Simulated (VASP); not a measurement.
# Al36H in VASP: single point with PBE+D3(BJ)

Aim: the single point of Al36H with PBE+D3(BJ).

Everything below comes from runs of VASP 6.6.1. Logs are shortened: lines on timing, memory, paths and dates and some standing lists are left out, and cuts for length are marked.

## Step 1: The cell of the first run

The cell holds a slab with vacuum, 37 atoms: a = 5.629 Å, b = 5.629 Å, c = 35.907 Å, α = 90.00°, β = 90.00°, γ = 120.00°.

## Step 2: Single point, PBE+D3(BJ)

File INCAR:

```
PREC     = Accurate       # precision mode
ENCUT    = 520            # plane-wave cutoff, eV
EDIFF    = 1E-6           # SCF threshold, eV
ISMEAR   = 0              # smearing method
SIGMA    = 0.1            # smearing width, eV
LREAL    = Auto         
LASPH    = T              # aspherical terms in the spheres
NELM     = 60             # most SCF steps
ALGO     = Normal         # electronic algorithm
ISIF     = 2              # what is computed and relaxed
LWAVE    = F              # write WAVECAR
LCHARG   = T              # write CHGCAR
LDIPOL   = T            
IDIPOL   = 3            
DIPOL    = 0.5 0.5 0.378
GGA      = PE             # functional
IVDW     = 12             # dispersion correction
LELF     = T              # ELF
LVHAR    = T            
LVACPOTAV= T            
NBANDS   = 78             # bands
```

File KPOINTS:

```
Automatic mesh
0
Gamma
  6 6 1
```

File POSCAR:

```
Al36H
1.0
    5.6288445219      0.0000000000      0.0000000000
   -2.8144222609      4.8747223499      0.0000000000
    0.0000000000      0.0000000000     35.9073562080
Al H
36 1
Direct
    0.1666666667      0.3333333333      0.1113977865
    0.1666666667      0.8333333333      0.1113977865
    0.6666666667      0.3333333333      0.1113977865
    0.6666666667      0.8333333333      0.1113977865
    0.0000000000      0.0000000000      0.1757372983
    0.0000000000      0.5000000000      0.1757372983
    0.5000000000      0.0000000000      0.1757372983
    0.5000000000      0.5000000000      0.1757372983
    0.3333333333      0.1666666667      0.2400768102
    0.3333333333      0.6666666667      0.2400768102
    0.8333333333      0.1666666667      0.2400768102
    0.8333333333      0.6666666667      0.2400768102
    0.0000000000      0.0000000000      0.3044163221
    0.0000000000      0.5000000000      0.3044163221
    0.5000000000      0.0000000000      0.3044163221
    0.5000000000      0.5000000000      0.3044163221
    0.1666666667      0.3333333333      0.3682539347
    0.1666666667      0.8333333333      0.3682539347
    0.6666666667      0.3333333333      0.3682539347
    0.6666666667      0.8333333333      0.3682539347
    0.0000000000      0.0000000000      0.4320699059
    0.0000000000      0.5000000000      0.4320699059
    0.5000000000      0.0000000000      0.4320699059
    0.5000000000      0.5000000000      0.4320699059
    0.3333333333      0.1666666667      0.4967844642
    0.3333333333      0.6666666667      0.4967844642
    0.8333333333      0.1666666667      0.4967844642
    0.8333333333      0.6666666667      0.4967844642
    0.0000000000      0.0000000000      0.5611166564
    0.0000000000      0.5000000000      0.5611166564
    0.5000000000      0.0000000000      0.5611166564
    0.5000000000      0.5000000000      0.5611166564
    0.1666666667      0.3333333333      0.6268174153
    0.1666666667      0.8333333333      0.6268174153
    0.6666666667      0.3333333333      0.6268174153
    0.6666666667      0.8333333333      0.6268174153
    0.2500000000      0.5000000000      0.7131506998
```

Potentials or basis: VASP PAW PBE potentials, release 64 (Al, H).

The run is started by

```sh
$ cat potpaw_PBE.64/Al/POTCAR potpaw_PBE.64/H/POTCAR > POTCAR
$ mpirun -np 1 vasp_std > vasp.out
```

OUTCAR:

```text
PREC = Accurate
   ENCUT = 520
   EDIFF = 1E-6
   ISMEAR = 0
   LREAL = Auto
   LASPH = T
   NELM = 60
   ISIF = 2
   GGA = PE
   IVDW = 12
 IVDW          = 12

 ion  position               nearest neighbor table
   1  0.167  0.333  0.111-   2 2.81   2 2.81   3 2.81   3 2.81   4 2.81   4 2.81   5 2.82   8 2.82
                             6 2.82
   2  0.167  0.833  0.111-   1 2.81   1 2.81   4 2.81   4 2.81   3 2.81   3 2.81   6 2.82   7 2.82
                             5 2.82
   3  0.667  0.333  0.111-   4 2.81   4 2.81   1 2.81   1 2.81   2 2.81   2 2.81   7 2.82   6 2.82
                             8 2.82
   4  0.667  0.833  0.111-   3 2.81   3 2.81   2 2.81   2 2.81   1 2.81   1 2.81   8 2.82   5 2.82
                             7 2.82
   5  0.000  0.000  0.176-   6 2.81   6 2.81   7 2.81   7 2.81   8 2.81   8 2.81   1 2.82   4 2.82
                             2 2.82  12 2.82   9 2.82  11 2.82
   6  0.000  0.500  0.176-   5 2.81   5 2.81   8 2.81   8 2.81   7 2.81   7 2.81   2 2.82   3 2.82
                             1 2.82  11 2.82  10 2.82  12 2.82
   7  0.500  0.000  0.176-   8 2.81   8 2.81   5 2.81   5 2.81   6 2.81   6 2.81   3 2.82   2 2.82
                             4 2.82  10 2.82  11 2.82   9 2.82
   8  0.500  0.500  0.176-   7 2.81   7 2.81   6 2.81   6 2.81   5 2.81   5 2.81   4 2.82   1 2.82
                             3 2.82   9 2.82  12 2.82  10 2.82
   9  0.333  0.167  0.240-  10 2.81  10 2.81  11 2.81  11 2.81  12 2.81  12 2.81  16 2.82   8 2.82
[... 40 lines left out ...]
                            27 2.82  33 2.86  36 2.86  34 2.86
  30  0.000  0.500  0.561-  29 2.81  29 2.81  32 2.81  32 2.81  31 2.81  31 2.81  27 2.82  26 2.82
                            28 2.82  34 2.86  35 2.86  33 2.86
  31  0.500  0.000  0.561-  32 2.81  32 2.81  29 2.81  29 2.81  30 2.81  30 2.81  26 2.82  27 2.82
                            25 2.82  35 2.86  34 2.86  36 2.86
  32  0.500  0.500  0.561-  31 2.81  31 2.81  30 2.81  30 2.81  29 2.81  29 2.81  25 2.82  28 2.82
                            26 2.82  36 2.86  33 2.86  35 2.86
  33  0.167  0.333  0.627-  34 2.81  34 2.81  35 2.81  35 2.81  36 2.81  36 2.81  29 2.86  32 2.86
                            30 2.86
  34  0.167  0.833  0.627-  33 2.81  33 2.81  36 2.81  36 2.81  35 2.81  35 2.81  30 2.86  31 2.86
                            29 2.86
  35  0.667  0.333  0.627-  36 2.81  36 2.81  33 2.81  33 2.81  34 2.81  34 2.81  31 2.86  30 2.86
                            32 2.86
  36  0.667  0.833  0.627-  35 2.81  35 2.81  34 2.81  34 2.81  33 2.81  33 2.81  32 2.86  29 2.86
                            31 2.86
  37  0.250  0.500  0.713-

  LATTYP: Found a hexagonal cell.
 ALAT       =     5.6288445219
 C/A-ratio  =     6.3791700176

  Lattice vectors:

 A1 = (   5.6288445219,   0.0000000000,   0.0000000000)
 A2 = (  -2.8144222609,   4.8747223499,   0.0000000000)
 A3 = (   0.0000000000,   0.0000000000,  35.9073562080)

Analysis of symmetry for initial positions (statically):
=====================================================================
 Subroutine PRICEL returns:
 Original cell was already a primitive cell.

 Routine SETGRP: Setting up the symmetry group for a
 hexagonal supercell.

 Subroutine GETGRP returns: Found  2 space group operations
 (whereof  2 operations were pure point group operations)
 out of a pool of 24 trial point group operations.

The static configuration has the point symmetry C_1h.

Analysis of symmetry for dynamics (positions and initial velocities):
=====================================================================
 Subroutine PRICEL returns:
 Original cell was already a primitive cell.

 Routine SETGRP: Setting up the symmetry group for a
 hexagonal supercell.

 Subroutine GETGRP returns: Found  2 space group operations
 (whereof  2 operations were pure point group operations)
 out of a pool of 24 trial point group operations.

The dynamic configuration has the point symmetry C_1h.

 Subroutine INISYM returns: Found  2 space group operations
 (whereof  2 operations are pure point group operations),
 and found     1 'primitive' translations

----------------------------------------------------------------------------------------

                                     Primitive cell

  volume of cell :     985.2639

  direct lattice vectors                    reciprocal lattice vectors
     5.628844522  0.000000000  0.000000000     0.177656355  0.102569944  0.000000000
    -2.814422261  4.874722350  0.000000000     0.000000000  0.205139889  0.000000000
     0.000000000  0.000000000 35.907356208     0.000000000  0.000000000  0.027849447

  length of vectors
[... 101 lines left out ...]

 Subroutine IBZKPT returns following result:
 ===========================================

 Found     13 irreducible k-points:

 Following reciprocal coordinates:
            Coordinates               Weight
  0.000000  0.000000  0.000000      1.000000
  0.166667  0.000000  0.000000      4.000000
  0.000000  0.166667  0.000000      2.000000
  0.333333  0.000000  0.000000      4.000000
  0.000000  0.333333  0.000000      2.000000
  0.500000  0.000000  0.000000      2.000000
  0.000000  0.500000  0.000000      1.000000
  0.166667  0.166667  0.000000      4.000000
 -0.333333  0.166667  0.000000      2.000000
  0.333333  0.166667  0.000000      4.000000
 -0.166667  0.500000  0.000000      4.000000
  0.500000  0.333333  0.000000      4.000000
  0.333333  0.333333  0.000000      2.000000
   k-points           NKPTS =     13   k-points in BZ     NKDIM =     13   number of bands    NBANDS=     78
   number of dos      NEDOS =    301   number of ions     NIONS =     37
   total plane-waves  NPLWV = 476280
   dimension x,y,z NGX =    42 NGY =   42 NGZ =  270
   dimension x,y,z NGXF=    84 NGYF=   84 NGZF=  540
   ions per type =              36   1
   NGX,Y,Z   is equivalent  to a cutoff of  12.40, 12.40, 12.50 a.u.
   NGXF,Y,Z  is equivalent  to a cutoff of  24.81, 24.81, 25.00 a.u.
 SYSTEM =  unknown system
   PREC   = accura    normal or accurate (medium, high low for compatibility)
   ISTART =      0    job   : 0-new  1-cont  2-samecut
   ICHARG =      2    charge: 1-file 2-atom 10-const
   ISPIN  =      1    spin polarized calculation?
   LNONCOLLINEAR =      F non collinear calculations
   LSORBIT =      F    spin-orbit coupling
   LASPH  =      T    aspherical Exc in radial PAW
   ENCUT  =  520.0 eV  38.22 Ry    6.18 a.u.  10.47 10.47 66.76*2*pi/ulx,y,z
   NELM   =     60;   NELMIN=  2; NELMDL= -5     # of ELM steps
   EDIFF  = 0.1E-05   stopping-criterion for ELM
   LREAL  =      T    real-space projection
   EDIFFG = 0.1E-04   stopping-criterion for IOM
   NSW    =      0    number of steps for IOM
   IBRION =     -1    ionic relax: 0-MD 1-quasi-New 2-CG
   NFREE  =      0    steps in history (QN), initial steepest desc. (CG)
   ISIF   =      2    stress and relaxation
   ISYM   =      2    0-nonsym 1-usesym 2-fastsym
   POTIM  = 0.5000    time-step for ionic-motion
   TEBEG  =    0.0;   TEEND  =   0.0 temperature during run
   PSTRESS=    0.0 pullay stress
   NELECT =     109.0000    total number of electrons
   NUPDOWN=      -1.0000    fix difference up-down
   EMIN   =  10.00;   EMAX   =-10.00  energy-range for DOS
   EFERMI =   0.00;   METHOD = LEGACY
   ISMEAR =     0;   SIGMA  =   0.10  broadening in eV -4-tet -1-fermi 0-gaus
   EFERMI_NEDOS =   21; number of points for ismear=-14 and -15
   IALGO  =     38    algorithm
   IMIX   =      4    mixing-type and parameters
     AMIX     =   0.40;   BMIX     =  1.00
     AMIX_MAG =   1.60;   BMIX_MAG =  1.00
  volume/ion in A,a.u.               =      26.63       179.70
  Fermi-wavevector in a.u.,A,eV,Ry     =   0.785898  1.485132  8.403442  0.617636
  Thomas-Fermi vector in A             =   1.890327
   LORBIT       =      0    0 simple, 1 ext, 2 COOP (PROOUT), +10 PAW based schemes
   GGA     = PE    functional components
   LHFCALC =     F    Hartree Fock is set to
   AEXX    =    0.0000 exact exchange contribution
   IVDW    =    12    specifies the selected vdW correction
   LEPSILON=     F    determine dielectric tensor
   LRPA    =     F    only Hartree local field effects (RPA)
 non-spin polarized calculation
 Gauss-broadening in eV      SIGMA  =   0.10
  energy-cutoff  :      520.00
  volume of cell :      985.26
 maximum number of plane-waves:     26641
 NGX is ok and might be reduce to    42
   NGX = 21   NGY = 21   NGZ =133

 dipolmoment           0.000000      0.000000     -0.024782 electrons x Angstroem

 number of electron     109.0000000 magnetization

 dipolmoment           0.000000      0.000000      0.304124 electrons x Angstroem

 Free energy of the ion-electron system (eV)
  ---------------------------------------------------
  ext. energy  EPLUGINS =         0.00000000
  ---------------------------------------------------
  free energy    TOTEN  =      -132.43776463 eV

  energy without entropy =     -132.34848852  energy(sigma->0) =     -132.39312658

 E-fermi :   2.8162     XC(G=0):  -6.6771

 val. band max:        2.8122186682   @ k =   0.0000   0.1667   0.0000
 cond. band min:       2.8266511755   @ k =   0.1667   0.1667   0.0000
 fundamental gap:      0.0144325072
 Fermi energy:         2.8161669803

 k-point     1 :       0.0000    0.0000    0.0000
  band No.  band energies     occupation
      1      -8.4896      2.00000
      2      -8.2253      2.00000
      3      -7.8391      2.00000
      4      -7.2861      2.00000
      5      -6.6065      2.00000
      6      -5.7922      2.00000
[... 886 lines left out ...]
     65       5.4271      0.00000
     66       5.4287      0.00000
 [bands above 66 left out]

------------------------ aborting loop because EDIFF is reached ----------------------------------------

 Edisp (eV)  -11.25930

 E8    (eV) :    -5.1026

  FORCE on cell =-STRESS in cart. coord.  units (eV):
  Direction    XX          YY          ZZ          XY          YZ          ZX
  --------------------------------------------------------------------------------------
  -------------------------------------------------------------------------------------
  Total      -3.76392    -3.92973    -1.89163    -0.00000    -0.19004    -0.00000
  in kB      -6.12067    -6.39029    -3.07606    -0.00000    -0.30904    -0.00000
  external pressure =       -5.20 kB  Pullay stress =        0.00 kB

 VOLUME and BASIS-vectors are now :
 -----------------------------------------------------------------------------
  energy-cutoff  :      520.00
  volume of cell :      985.26
      direct lattice vectors                 reciprocal lattice vectors
     5.628844522  0.000000000  0.000000000     0.177656355  0.102569944  0.000000000
    -2.814422261  4.874722350  0.000000000     0.000000000  0.205139889  0.000000000
     0.000000000  0.000000000 35.907356208     0.000000000  0.000000000  0.027849447

 POSITION                                       TOTAL-FORCE (eV/Angst)
 -----------------------------------------------------------------------------------
      0.00000      1.62491      4.00000         0.000000      0.016811     -0.111710
     -1.40721      4.06227      4.00000         0.009831     -0.012433     -0.105660
      2.81442      1.62491      4.00000         0.000000      0.008220     -0.102685
      1.40721      4.06227      4.00000        -0.009831     -0.012433     -0.105660
      0.00000      0.00000      6.31026         0.000000      0.026930      0.119945
     -1.40721      2.43736      6.31026         0.039321     -0.003397      0.110972
[... 29 lines left out ...]
      1.40721      4.06227     22.50736        -0.001078     -0.003622      0.109585
      0.00000      2.43736     25.60736        -0.000000     -0.070271     -0.918761
 -----------------------------------------------------------------------------------
    total drift:                               -0.000000     -0.000060     -0.037709

  FREE ENERGIE OF THE ION-ELECTRON SYSTEM (eV)
  ---------------------------------------------------
  free  energy   TOTEN  =      -143.6970691123 eV

  energy  without entropy=     -143.6077930021  energy(sigma->0) =     -143.65243106

 vacuum level on the upper side and lower side of the slab         8.892         6.875
```

Run time: 21 min. Hardware: 1 thread of Intel Xeon 6975P-C (Granite Rapids), shared host; peak memory 1.2 GiB.

Results:

```yaml
Free_energy: -143.6971 eV
Largest_force: 0.921 eV/Å
Band_gap_on_the_k_mesh: zero (an odd number of electrons rules out a gap without spin polarisation)
Dispersion_energy_per_atom: -0.304 eV
```

Forces in eV/Å, atoms in the order of the input:
```
Al   0.000  0.017 -0.112
Al   0.010 -0.012 -0.106
Al   0.000  0.008 -0.103
Al  -0.010 -0.012 -0.106
Al   0.000  0.027  0.120
Al   0.039 -0.003  0.111
Al   0.000 -0.021  0.130
Al  -0.039 -0.003  0.111
Al  -0.008  0.014 -0.024
Al   0.000 -0.021 -0.027
Al   0.008  0.014 -0.024
Al   0.000 -0.012 -0.024
Al   0.000  0.006  0.005
Al   0.024  0.007  0.030
Al   0.000 -0.019  0.004
Al  -0.024  0.007  0.030
Al   0.000  0.016  0.021
Al   0.006 -0.013  0.000
Al   0.000  0.006 -0.021
Al  -0.006 -0.013  0.000
Al   0.000  0.012 -0.003
Al   0.027  0.000  0.001
Al   0.000 -0.012  0.040
Al  -0.027  0.000  0.001
Al   0.001  0.003 -0.005
Al   0.000 -0.005 -0.045
Al  -0.001  0.003 -0.005
Al   0.000  0.011  0.013
Al   0.000 -0.011 -0.023
Al  -0.003 -0.004  0.011
Al   0.000  0.016 -0.025
Al   0.003 -0.004  0.011
Al   0.000  0.087  0.671
Al   0.001 -0.004  0.110
Al   0.000 -0.011  0.040
Al  -0.001 -0.004  0.110
H    0.000 -0.070 -0.919
```

Levels at points of the mesh, in eV from the Fermi level:
```
           k point  band 51  band 52  band 53  band 54  band 55  band 56  band 57  band 58  band 59  band 60
(0.00, 0.00, 0.00)    -1.28    -1.28    -1.28    -1.15    -0.57    -0.55    -0.54    -0.47    -0.46    -0.46
(0.50, 0.00, 0.00)    -0.24    -0.13    -0.11    -0.08    -0.05     0.28     0.44     0.44     0.47     0.67
(0.00, 0.50, 0.00)    -0.24    -0.13    -0.11    -0.08    -0.04     0.28     0.43     0.44     0.47     0.67
```
